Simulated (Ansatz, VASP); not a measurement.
Hf4F3 in VASP and in Ansatz

INCAR

```
  PREC = Accurate
  ENCUT = 600
  EDIFF = 1E-6
  ISMEAR = 0
  SIGMA = 0.1
  LREAL = False
  LASPH = True
  NELM = 60
  ALGO = Normal
  ISIF = 3
  LWAVE = False
  LCHARG = False
  GGA = PE
  IBRION = 2
  NSW = 100
  EDIFFG = -0.01
```

Contents of KPOINTS:

```
Automatic mesh
0
Gamma
  6 6 6
```

The input POSCAR:

```
Hf4F3
1.0
    4.9954848845      0.0000000000      0.0000000000
    0.0000000000      4.9954848845      0.0000000000
    0.0000000000      0.0000000000      4.9954848845
Hf F
4 3
Direct
    0.2922732211      0.7077267789      0.2922732211
    0.7077267789      0.2922732211      0.2922732211
    0.2922732211      0.2922732211      0.7077267789
    0.7077267789      0.7077267789      0.7077267789
    0.0000000000      0.0000000000      0.5000000000
    0.5000000000      0.0000000000      0.0000000000
    0.0000000000      0.5000000000      0.0000000000
```

Input for Ansatz:

```yaml
crystal:
  lattice:
    - [4.9954848845, 0.0, 0.0]
    - [0.0, 4.9954848845, 0.0]
    - [0.0, 0.0, 4.9954848845]
  atoms:
    - { symbol: Hf, position: [0.2922732211, 0.7077267789, 0.2922732211] }
    - { symbol: Hf, position: [0.7077267789, 0.2922732211, 0.2922732211] }
    - { symbol: Hf, position: [0.2922732211, 0.2922732211, 0.7077267789] }
    - { symbol: Hf, position: [0.7077267789, 0.7077267789, 0.7077267789] }
    - { symbol: F, position: [0.0, 0.0, 0.5] }
    - { symbol: F, position: [0.5, 0.0, 0.0] }
    - { symbol: F, position: [0.0, 0.5, 0.0] }
basis:
  ecutwfc: 420
kpoints:
  mp_grid: { grid: [6, 6, 6] }
hamiltonian:
  xc: pbe
scf:
  occupations: { method: gaussian, width: 0.1 }
output:
  forces: true
  stress: true
  eigenvalues: true
  write_density: true
  write_potential: true
  elf: true
  volumetric_format: npy
relax:
  adjacent_minimum: "off"
  f_tol: 0.01
  max_steps: 80
  cell: { stress_tol: 0.05 }
```

Change from the starting cell: species swapped into the Sn3As4 type (P-43m, No. 215).

Alike in both runs: task relaxation of cell and atoms; functional PBE; k mesh 6 × 6 × 6; occupations gaussian, width 0.1 eV; no spin polarisation.

|  | VASP | Ansatz |
| --- | --- | --- |
| version | VASP 6.6.1 | Ansatz 0.2.0 |
| potentials or method | VASP PAW PBE potentials, release 64 (Hf_pv, F), cutoff 600 eV | scalar-relativistic, plane waves, PAW |
| valence electrons in the cell | 61 | 125 |

Ansatz gave:

| Quantity | Value |
| --- | --- |
| gap on the k mesh at the Fermi level, each at its own relaxed structure (eV) | none |
| relaxed volume (Å³/atom) | 17.78 |
| relaxed cell length with the largest relative difference (Å) | 4.992 |

Question: What did VASP give for the same quantities?

Answer: gap on the k mesh at the Fermi level, each at its own relaxed structure (eV): none; relaxed volume (Å³/atom): 17.51; relaxed cell length with the largest relative difference (Å): 4.967.

A gap of «none» marks a metal or a gap that the smearing closes. VASP's potentials hold 61 valence electrons a cell and Ansatz's 125, so a difference there can come from the potentials and not from the codes.

Spin-orbit coupling is off throughout.
